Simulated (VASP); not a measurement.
# MoS2 (P6_3/mmc) in VASP: notebook, part 2 of 2

VASP 6.6.1.

## 4. Single point, PBEsol

This run uses another cell than the first one, of 17.21 Å³/atom, 1.021 times its volume.

The input, INCAR:

```
SYSTEM = MoS2
ALGO     = Normal         ! electronic algorithm
EDIFF    = 1E-6           ! SCF threshold, eV
ENCUT    = 520            ! plane-wave cutoff, eV
GGA      = PS             ! functional
ISIF     = 2              ! what is computed and relaxed
ISMEAR   = 0              ! smearing method
LASPH    = .TRUE.         ! aspherical terms in the spheres
LCHARG   = .FALSE.        ! write CHGCAR
LREAL    = .FALSE.        ! projectors in reciprocal space
LWAVE    = .FALSE.        ! write WAVECAR
NBANDS   = 35             ! bands
NELM     = 100            ! most SCF steps
PREC     = Accurate       ! precision mode
SIGMA    = 0.02           ! smearing width, eV
```

The input, KPOINTS:

```
k-points
0
G
  12 12 2
  0 0 0
```

The input, POSCAR:

```
MoS2
1.0
    3.1413882571      0.0000000000      0.0000000000
   -1.5706941286      2.7205220338      0.0000000000
    0.0000000000      0.0000000000     12.0816851324
Mo S
2 4
Direct
    0.6666666667      0.3333333333      0.2500000000
    0.3333333333      0.6666666667      0.7500000000
    0.6666666667      0.3333333333      0.6211892313
    0.3333333333      0.6666666667      0.3788107687
    0.6666666667      0.3333333333      0.8788107687
    0.3333333333      0.6666666667      0.1211892313
```

Potentials or basis: VASP PAW PBE potentials, release 64 (Mo_sv, S).

Launch:

```sh
$ cat potpaw_PBE.64/Mo_sv/POTCAR potpaw_PBE.64/S/POTCAR > POTCAR
$ mpirun -np 1 vasp_std > vasp.out
```

OUTCAR:

```text
SYSTEM = MoS2
   EDIFF = 1E-6
   ENCUT = 520
   GGA = PS
   ISIF = 2
   ISMEAR = 0
   LASPH = .TRUE.
   LREAL = .FALSE.
   NELM = 100
   PREC = Accurate

 ion  position               nearest neighbor table
   1  0.667  0.333  0.250-   4 2.39   6 2.39   4 2.39   6 2.39   4 2.39   6 2.39
   2  0.333  0.667  0.750-   3 2.39   5 2.39   3 2.39   5 2.39   3 2.39   5 2.39
   3  0.667  0.333  0.621-   2 2.39   2 2.39   2 2.39
   4  0.333  0.667  0.379-   1 2.39   1 2.39   1 2.39
   5  0.667  0.333  0.879-   2 2.39   2 2.39   2 2.39
   6  0.333  0.667  0.121-   1 2.39   1 2.39   1 2.39

  LATTYP: Found a hexagonal cell.
 ALAT       =     3.1413882571
 C/A-ratio  =     3.8459700437

  Lattice vectors:

 A1 = (   3.1413882571,   0.0000000000,   0.0000000000)
 A2 = (  -1.5706941286,   2.7205220338,   0.0000000000)
 A3 = (   0.0000000000,   0.0000000000,  12.0816851324)

Analysis of symmetry for initial positions (statically):
=====================================================================
 Subroutine PRICEL returns:
 Original cell was already a primitive cell.

 Routine SETGRP: Setting up the symmetry group for a
 hexagonal supercell.

 Subroutine GETGRP returns: Found 24 space group operations
 (whereof 12 operations were pure point group operations)
 out of a pool of 24 trial point group operations.

The static configuration has the point symmetry D_3d.
 The point group associated with its full space group is D_6h.

Analysis of symmetry for dynamics (positions and initial velocities):
=====================================================================
 Subroutine PRICEL returns:
 Original cell was already a primitive cell.

 Routine SETGRP: Setting up the symmetry group for a
 hexagonal supercell.

 Subroutine GETGRP returns: Found 24 space group operations
 (whereof 12 operations were pure point group operations)
 out of a pool of 24 trial point group operations.

The dynamic configuration has the point symmetry D_3d.
 The point group associated with its full space group is D_6h.

 Subroutine INISYM returns: Found 24 space group operations
 (whereof 12 operations are pure point group operations),
 and found     1 'primitive' translations

----------------------------------------------------------------------------------------

                                     Primitive cell

  volume of cell :     103.2527

  direct lattice vectors                    reciprocal lattice vectors
     3.141388257  0.000000000  0.000000000     0.318330597  0.183788256  0.000000000
    -1.570694129  2.720522034  0.000000000     0.000000000  0.367576512  0.000000000
     0.000000000  0.000000000 12.081685132     0.000000000  0.000000000  0.082769911

  length of vectors
     3.141388257  3.141388257 12.081685132     0.367576512  0.367576512  0.082769911

  position of ions in fractional coordinates (direct lattice)
     0.666666667  0.333333333  0.250000000
     0.333333333  0.666666667  0.750000000
     0.666666667  0.333333333  0.621189231
     0.333333333  0.666666667  0.378810769
     0.666666667  0.333333333  0.878810769
     0.333333333  0.666666667  0.121189231

  ion indices of the primitive-cell ions
   primitive index   ion index
[... 35 lines left out ...]
  0.000000  0.000000  0.000000      1.000000
  0.083333  0.000000  0.000000      6.000000
  0.166667  0.000000  0.000000      6.000000
  0.250000  0.000000  0.000000      6.000000
  0.333333  0.000000  0.000000      6.000000
  0.416667  0.000000  0.000000      6.000000
[... 16 lines left out ...]
  0.250000  0.000000  0.500000      6.000000
  0.333333  0.000000  0.500000      6.000000
 [... further k-points ...]
   k-points           NKPTS =     38   k-points in BZ     NKDIM =     38   number of bands    NBANDS=     35
   number of dos      NEDOS =    301   number of ions     NIONS =      6
   total plane-waves  NPLWV =  51840
   dimension x,y,z NGX =    24 NGY =   24 NGZ =   90
   dimension x,y,z NGXF=    48 NGYF=   48 NGZF=  180
   ions per type =               2   4
   NGX,Y,Z   is equivalent  to a cutoff of  12.70, 12.70, 12.38 a.u.
   NGXF,Y,Z  is equivalent  to a cutoff of  25.40, 25.40, 24.77 a.u.
 SYSTEM =  MoS2
   PREC   = accura    normal or accurate (medium, high low for compatibility)
   ISTART =      0    job   : 0-new  1-cont  2-samecut
   ICHARG =      2    charge: 1-file 2-atom 10-const
   ISPIN  =      1    spin polarized calculation?
   LNONCOLLINEAR =      F non collinear calculations
   LSORBIT =      F    spin-orbit coupling
   LASPH  =      T    aspherical Exc in radial PAW
   ENCUT  =  520.0 eV  38.22 Ry    6.18 a.u.   5.84  5.84 22.46*2*pi/ulx,y,z
   NELM   =    100;   NELMIN=  2; NELMDL= -5     # of ELM steps
   EDIFF  = 0.1E-05   stopping-criterion for ELM
   LREAL  =      F    real-space projection
   EDIFFG = 0.1E-04   stopping-criterion for IOM
   NSW    =      0    number of steps for IOM
   IBRION =     -1    ionic relax: 0-MD 1-quasi-New 2-CG
   NFREE  =      0    steps in history (QN), initial steepest desc. (CG)
   ISIF   =      2    stress and relaxation
   ISYM   =      2    0-nonsym 1-usesym 2-fastsym
   POTIM  = 0.5000    time-step for ionic-motion
   TEBEG  =    0.0;   TEEND  =   0.0 temperature during run
   PSTRESS=    0.0 pullay stress
   NELECT =      52.0000    total number of electrons
   NUPDOWN=      -1.0000    fix difference up-down
   EMIN   =  10.00;   EMAX   =-10.00  energy-range for DOS
   EFERMI =   0.00;   METHOD = LEGACY
   ISMEAR =     0;   SIGMA  =   0.02  broadening in eV -4-tet -1-fermi 0-gaus
   EFERMI_NEDOS =   21; number of points for ismear=-14 and -15
   IALGO  =     38    algorithm
   IMIX   =      4    mixing-type and parameters
     AMIX     =   0.40;   BMIX     =  1.00
     AMIX_MAG =   1.60;   BMIX_MAG =  1.00
  volume/ion in A,a.u.               =      17.21       116.13
  Fermi-wavevector in a.u.,A,eV,Ry     =   1.302493  2.461355 23.082130  1.696489
  Thomas-Fermi vector in A             =   2.433558
   LORBIT       =      0    0 simple, 1 ext, 2 COOP (PROOUT), +10 PAW based schemes
   GGA     = PS    functional components
   LHFCALC =     F    Hartree Fock is set to
   AEXX    =    0.0000 exact exchange contribution
   IVDW    =     0    specifies the selected vdW correction
   LEPSILON=     F    determine dielectric tensor
   LRPA    =     F    only Hartree local field effects (RPA)
 non-spin polarized calculation
 Gauss-broadening in eV      SIGMA  =   0.02
  energy-cutoff  :      520.00
  volume of cell :      103.25
 maximum number of plane-waves:      2808
 NGX is ok and might be reduce to    24
   NGX = 11   NGY = 11   NGZ = 45

 number of electron      52.0000001 magnetization

 Free energy of the ion-electron system (eV)
  ---------------------------------------------------
  ext. energy  EPLUGINS =         0.00000000
  ---------------------------------------------------
  free energy    TOTEN  =       -46.88799653 eV

  energy without entropy =      -46.88799653  energy(sigma->0) =      -46.88799653

 E-fermi :   8.0693     XC(G=0): -11.2082

 val. band max:        7.9642874204   @ k =   0.0000   0.0000   0.0000
 cond. band min:       8.7282488014   @ k =   0.1667   0.1667   0.0000
 fundamental gap:      0.7639613810
 Fermi energy:         8.0693171348

 k-point     1 :       0.0000    0.0000    0.0000
  band No.  band energies     occupation
      1     -53.4928      2.00000
      2     -53.4928      2.00000
      3     -27.7046      2.00000
      4     -27.7044      2.00000
      5     -27.4442      2.00000
      6     -27.4442      2.00000
[... 901 lines left out ...]
     34      11.4556      0.00000
     35      14.4955      0.00000

 [... further k-points ...]

------------------------ aborting loop because EDIFF is reached ----------------------------------------

  FORCE on cell =-STRESS in cart. coord.  units (eV):
  Direction    XX          YY          ZZ          XY          YZ          ZX
  --------------------------------------------------------------------------------------
  -------------------------------------------------------------------------------------
  Total        0.1915985      0.1915985      0.9348755     -0.0000000     -0.0000000      0.0000000
  in kB        2.9730441      2.9730441     14.5065114     -0.0000000     -0.0000000      0.0000000
  external PRESSURE =       6.8175332 kB  Pullay stress =       0.0000000 kB

 VOLUME and BASIS-vectors are now :
 -----------------------------------------------------------------------------
  energy-cutoff  :      520.00
  volume of cell :      103.25
      direct lattice vectors                 reciprocal lattice vectors
     3.141388257  0.000000000  0.000000000     0.318330597  0.183788256  0.000000000
    -1.570694129  2.720522034  0.000000000     0.000000000  0.367576512  0.000000000
     0.000000000  0.000000000 12.081685132     0.000000000  0.000000000  0.082769911

 POSITION                                       TOTAL-FORCE (eV/Angst)
 -----------------------------------------------------------------------------------
      1.57069      0.90684      3.02042         0.000000      0.000000      0.000000
     -0.00000      1.81368      9.06126        -0.000000     -0.000000      0.000000
      1.57069      0.90684      7.50501         0.000000     -0.000000     -0.001559
     -0.00000      1.81368      4.57667        -0.000000      0.000000      0.001559
      1.57069      0.90684     10.61751         0.000000     -0.000000      0.001559
     -0.00000      1.81368      1.46417        -0.000000      0.000000     -0.001559
 -----------------------------------------------------------------------------------
    total drift:                               -0.000000      0.000000     -0.000000

  FREE ENERGIE OF THE ION-ELECTRON SYSTEM (eV)
  ---------------------------------------------------
  free  energy   TOTEN  =       -46.8879965266 eV

  energy  without entropy=      -46.8879965266  energy(sigma->0) =      -46.88799653
```

Wall time 71 s (1 thread of AMD EPYC 9R45 (Zen 5), shared host); peak memory 0.24 GiB.

What came out:

* Free energy: -46.8880 eV
* Pressure: 0.7 GPa
* Band gap on the k mesh: 0.76 eV, indirect (least direct gap 1.71 eV)

Caveat: the PAW data sets were made with another functional, which shifts forces and pressure a little; this functional lacks dispersion, which binds the layers, so the pressure and a relaxed spacing across them are unreliable.

## 5. Single point, PBEsol (strain along c alone, the other axes held: -2.0 %, then relaxed in part)

The input, INCAR:

```
PREC = Accurate
ENCUT = 520
EDIFF = 1E-6
ISMEAR = 0
SIGMA = 0.02
LREAL = False
LASPH = True
NELM = 80
ALGO = Normal
ISIF = 2
LWAVE = False
LCHARG = False
GGA = PS
NBANDS = 35
```

The input, KPOINTS:

```
Automatic mesh
0
Gamma
  12 12 2
```

The input, POSCAR:

```
MoS2
1.0
    3.1413882571      0.0000000000      0.0000000000
   -1.5706941286      2.7205220338      0.0000000000
    0.0000000000      0.0000000000     12.3333869060
Mo S
2 4
Direct
    0.6666666667      0.3333333333      0.2500000000
    0.3333333333      0.6666666667      0.7500000000
    0.6666666667      0.3333333333      0.6236757700
    0.3333333333      0.6666666667      0.3763242300
    0.6666666667      0.3333333333      0.8763242300
    0.3333333333      0.6666666667      0.1236757700
```

Launch:

```sh
$ cat potpaw_PBE.64/Mo_sv/POTCAR potpaw_PBE.64/S/POTCAR > POTCAR
$ mpirun -np 1 vasp_std > vasp.out
```

Wall time 77 s (1 thread of AMD EPYC 9R45 (Zen 5), shared host); peak memory 0.25 GiB.

Results (log left out):

```
Free energy            : -46.9018 eV
Pressure               : 0.2 GPa
Band gap on the k mesh : 0.88 eV, indirect (least direct gap 1.73 eV)
```

Stress tensor (GPa, compression positive):
```
0.11 0.00 0.00
0.00 0.11 0.00
0.00 0.00 0.52
```

Levels at points of the mesh, in eV from the valence-band top:
```
           k point  band 24  band 25  band 26  band 27  band 28  band 29
(0.00, 0.00, 0.00)    -1.23    -1.23     0.00     2.20     2.20     2.23
(0.50, 0.00, 0.00)    -1.48    -1.42    -1.31     1.71     1.76     2.10
(0.00, 0.00, 0.50)    -2.14    -0.29    -0.29     2.21     2.21     2.21
(0.50, 0.00, 0.50)    -1.57    -1.35    -1.35     1.73     1.73     2.25
```

Caveat: the cell differs from its parent crystal (strain along c alone, the other axes held: -2.0 %, then relaxed in part); the PAW data sets were made with another functional, which shifts forces and pressure a little; this functional lacks dispersion, which binds the layers, so the pressure and a relaxed spacing across them are unreliable. A k mesh can miss the band edges.

## 6. Overview

```csv
cell,gap on the mesh (eV),pressure (GPa)
"a = 3.141, b = 3.141, c = 11.830 Å, angles 90.0, 90.0, 120.0°, 6 atoms",0.64,1.3
"a = 3.141, b = 3.141, c = 12.082 Å, angles 90.0, 90.0, 120.0°, 6 atoms",0.76,0.7
"a = 3.141, b = 3.141, c = 12.333 Å, angles 90.0, 90.0, 120.0°, 6 atoms",0.88,0.2
```

Alike in all rows: task single point; level PBEsol; potentials or basis VASP PAW PBE potentials, release 64 (Mo_sv, S); no spin polarisation; k mesh 12 × 12 × 2; cutoff (eV) 520; smearing gaussian 0.02 eV.

Caveats: the PAW data sets were made with another functional, which shifts forces and pressure a little; this functional lacks dispersion, which binds the layers, so the pressure and a relaxed spacing across them are unreliable (some runs).

Absolute energies hang on the potentials; compare differences alone.
